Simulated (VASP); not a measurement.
## TiCdC4N4: single point with PBE

TiCdC4N4:

```
CELL_PARAMETERS angstrom
6.36070 0.00000 0.00000
0.00000 6.36070 0.00000
0.00000 0.00000 6.36070
ATOMIC_POSITIONS crystal
Ti 0.00000 0.00000 0.00000
Cd 0.50000 0.50000 0.50000
C 0.19538 0.19538 0.19538
C 0.19538 0.80462 0.80462
C 0.80462 0.19538 0.80462
C 0.80462 0.80462 0.19538
N 0.30162 0.30162 0.30162
N 0.30162 0.69838 0.69838
N 0.69838 0.30162 0.69838
N 0.69838 0.69838 0.30162
```

```
Program             : VASP 6.6.1
Task                : single point
Functional          : PBE
Potentials or basis : VASP PAW PBE potentials, release 64 (Ti_sv, Cd, C, N)
Cutoff              : 520 eV
k mesh              : 4 × 4 × 4
Occupations         : gaussian, width 0.02 eV
Spin                : collinear spin
Starting moments    : [1.16, 0.0, 0.0, 0.0, 0.0, 0.0, 0.0, 0.0, 0.0, 0.0] μB
```

| Quantity | Value |
| --- | --- |
| Pressure | 0.4 GPa |
| Largest force | 0.376 eV/Å |
| Band gap on the k mesh | 0.91 eV (least direct gap 0.94 eV) |
| Net moment | 2.00 μB per cell |
| Site moments | Ti +1.32; Cd +0.00; C -0.01; N +0.05 μB |
| Valence electrons inside the program's atomic spheres | Ti 10.24; Cd 10.26; C 2.59; N 3.88 |

Forces in eV/Å, atoms in the order of the input:
```
Ti   0.000  0.000  0.000
Cd   0.000  0.000  0.000
C   -0.217 -0.217 -0.217
C   -0.217  0.217  0.217
C    0.217 -0.217  0.217
C    0.217  0.217 -0.217
N    0.179  0.179  0.179
N    0.179 -0.179 -0.179
N   -0.179  0.179 -0.179
N   -0.179 -0.179  0.179
```

Levels at points of the mesh, in eV from the valence-band top:
Spin up:
| k point | band 28 | band 29 | band 30 | band 31 | band 32 | band 33 | band 34 | band 35 |
| --- | --- | --- | --- | --- | --- | --- | --- | --- |
| (0.00, 0.00, 0.00) | -4.15 | -4.15 | -0.03 | -0.03 | 0.91 | 0.91 | 0.91 | 3.34 |
| (0.50, 0.00, 0.00) | -4.13 | -4.13 | -0.07 | 0.00 | 1.03 | 1.17 | 1.17 | 3.50 |
| (0.50, 0.50, 0.00) | -4.14 | -4.14 | -0.07 | 0.00 | 1.19 | 1.19 | 1.20 | 3.41 |
| (0.50, 0.50, 0.50) | -4.25 | -4.25 | -0.03 | -0.03 | 1.11 | 1.11 | 1.11 | 3.54 |
Spin down:
| k point | band 26 | band 27 | band 28 | band 29 | band 30 | band 31 | band 32 | band 33 |
| --- | --- | --- | --- | --- | --- | --- | --- | --- |
| (0.00, 0.00, 0.00) | -4.39 | -4.05 | -4.05 | -4.05 | 1.30 | 1.30 | 1.30 | 1.34 |
| (0.50, 0.00, 0.00) | -4.43 | -4.28 | -4.03 | -4.03 | 1.27 | 1.39 | 1.46 | 1.60 |
| (0.50, 0.50, 0.00) | -4.40 | -4.25 | -4.04 | -4.04 | 1.25 | 1.42 | 1.64 | 1.64 |
| (0.50, 0.50, 0.50) | -4.31 | -4.15 | -4.15 | -4.15 | 1.36 | 1.36 | 1.55 | 1.55 |

Wall time 4.8 min on 1 thread of Intel(R) Xeon(R) Platinum 8259CL CPU @ 2.50GHz (Skylake/Cascade Lake) (shared host), peak memory 0.5 GiB.

A k mesh can miss the band edges.
